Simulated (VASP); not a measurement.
Write the native input for VASP 6.6.1 that does the following.

| Quantity | Value |
| --- | --- |
| Task | single point |
| Functional | RPBE |
| Potentials or basis | VASP PAW PBE potentials, release 64 (V_sv) |
| Cutoff | 520 eV |
| k mesh | 16 × 16 × 14 |
| Occupations | fermi-dirac, width 0.1 eV |
| Spin | no spin polarisation |
| Dipole correction | no |
| Further INCAR settings | ALGO = Normal; EDIFF = 1e-06; NBANDS = 20 |

The structure of V lies in POSCAR:

```
V
1.0
   -3.2222771724      3.2216112731      1.2603046713
    3.2216112731     -3.2222771724      1.2603046713
    1.7916857706      1.7916857706     -1.2615242671
V
2
Direct
    0.0000083952      0.9999916048      0.0000000000
    0.7499916048      0.2500083952      0.5000000000
```

One way to write it, as run:

INCAR

```
SYSTEM = V
PREC = Accurate
ENCUT = 520
EDIFF = 1E-6
ISMEAR = -1
SIGMA = 0.1
LREAL = .FALSE.
LASPH = .TRUE.
NELM = 100
ALGO = Normal
ISIF = 2
LWAVE = .FALSE.
LCHARG = .FALSE.
GGA = RP
NBANDS = 20
```

KPOINTS

```
Automatic mesh
0
G
  16 16 14
  0 0 0
```

Potentials or basis: VASP PAW PBE potentials, release 64 (V_sv).

Command:

```bash
$ cat potpaw_PBE.64/V_sv/POTCAR > POTCAR
$ mpirun -np 1 vasp_std > vasp.out
```

It gave:

```
Pressure               : -5.8 GPa
Band gap on the k mesh : zero (bands 13 and 14 overlap by 1.89 eV)
```

Caveat: the cell stands under tension; the PAW data sets were made with another functional, which shifts forces and pressure a little.

It took 4.8 min on 1 thread of Intel(R) Xeon(R) 6975P-C (Granite Rapids), on a shared host, peak memory 0.53 GiB.
